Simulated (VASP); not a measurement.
Here is a VASP 6.6.1 calculation.

File POSCAR:

```
SrCl2
1.0
    0.0000000000      3.4976509443      3.4976509443
    3.4976509443      0.0000000000      3.4976509443
    3.4976509443      3.4976509443      0.0000000000
Sr Cl
1 2
Direct
    0.0000000000      0.0000000000      0.0000000000
    0.2500000000      0.2500000000      0.2500000000
    0.7500000000      0.7500000000      0.7500000000
```

INCAR.step1

```
SYSTEM = SrCl2
ALGO = Normal
EDIFF = 1E-5
ENCUT = 550
GGA = PE
GGA_COMPAT = .False.
ISMEAR = 1
LASPH = .True.
LCHARG = .False.
LREAL = .False.
LWAVE = .True.
NBANDS = 19
NELM = 120
PREC = Accurate
SIGMA = 0.05
```

The input INCAR.step2:

```
SYSTEM = SrCl2
ALGO = Normal
EDIFF = 1E-6
ENCUT = 550
GGA_COMPAT = .False.
ISIF = 2
ISMEAR = 1
ISTART = 1
LASPH = .True.
LCHARG = .False.
LMIXTAU = .True.
LREAL = .False.
LWAVE = .False.
METAGGA = R2SCAN
NBANDS = 19
NELM = 120
PREC = Accurate
SIGMA = 0.05
```

Contents of KPOINTS:

```
k-points
0
Gamma
  4 4 4
  0 0 0
```

Potentials or basis: VASP PAW PBE potentials, release 64 (Sr_sv, Cl).

The run is started by

```console
$ cat potpaw_PBE.64/Sr_sv/POTCAR potpaw_PBE.64/Cl/POTCAR > POTCAR
$ cp INCAR.step1 INCAR
$ mpirun -np 1 vasp_std > vasp.out
$ cp INCAR.step2 INCAR
$ mpirun -np 1 vasp_std > vasp.out
```

Problem. Predict the pressure.

Solution. 0.0 GPa.

Problem. Estimate the band gap on the k mesh.

Solution. 5.94 eV (least direct gap 5.99 eV).

Caveat: the PAW data sets were made with another functional, which shifts forces and pressure a little. r2SCAN opens gaps a little over a GGA but as a rule still falls short of measured ones.
